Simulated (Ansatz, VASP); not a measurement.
# One calculation of SrTe, two programs

Contents of INCAR:

```
PREC = Accurate ; ENCUT = 500
EDIFF = 1E-6 ; ISMEAR = 1
SIGMA = 0.025 ; LREAL = F
LASPH = T ; NELM = 120
ALGO = Normal ; ISIF = 2
LWAVE = F ; LCHARG = T
GGA = PE ; LELF = T
LVHAR = T ; NBANDS = 15
GGA_COMPAT = F
```

Contents of KPOINTS:

```
Automatic mesh
0
Gamma
  6 6 6
```

Contents of POSCAR:

```
SrTe
1.0
    0.0000000000      3.2349999084      3.2349999084
    3.2349999084      0.0000000000      3.2349999084
    3.2349999084      3.2349999084      0.0000000000
Sr Te
1 1
Direct
    0.5000000000      0.5000000000      0.5000000000
    0.0000000000      0.0000000000      0.0000000000
```

Input for Ansatz:

```yaml
crystal:
  lattice:
    - [0.0, 3.2349999084, 3.2349999084]
    - [3.2349999084, 0.0, 3.2349999084]
    - [3.2349999084, 3.2349999084, 0.0]
  atoms:
    - { symbol: Sr, position: [0.5, 0.5, 0.5] }
    - { symbol: Te, position: [0.0, 0.0, 0.0] }
basis:
  ecutwfc: 420
  ecutrho_ratio: 4
kpoints:
  mp_grid: { grid: [6, 6, 6] }
hamiltonian:
  xc: pbe
scf:
  occupations: { method: cold, width: 0.025 }
  mixing: { preconditioner: resta }
output:
  forces: true
  stress: true
  write_density: true
  write_potential: true
  elf: true
  volumetric_format: npy
```

Alike in both runs: task single point; functional PBE; k mesh 6 × 6 × 6; no spin polarisation.

|  | VASP | Ansatz |
| --- | --- | --- |
| version | VASP 6.6.1 | Ansatz 0.2.0 |
| potentials or method | VASP PAW PBE potentials, release 64 (Sr_sv, Te), cutoff 500 eV | scalar-relativistic, plane waves, PAW |
| occupations | methfessel-paxton of order 1, width 0.025 eV | cold, width 0.025 eV |
| valence electrons in the cell | 16 | 26 |

|  | VASP | Ansatz | Ansatz less VASP |
| --- | --- | --- | --- |
| gap on the k mesh at the Fermi level (eV) | 1.44 | 1.47 | +0.031 |
| pressure (GPa) | 4.8 | 4.7 | -0.13 |

VASP's potentials hold 16 valence electrons a cell and Ansatz's 26, so a difference there can come from the potentials and not from the codes.

Spin-orbit coupling is off throughout.
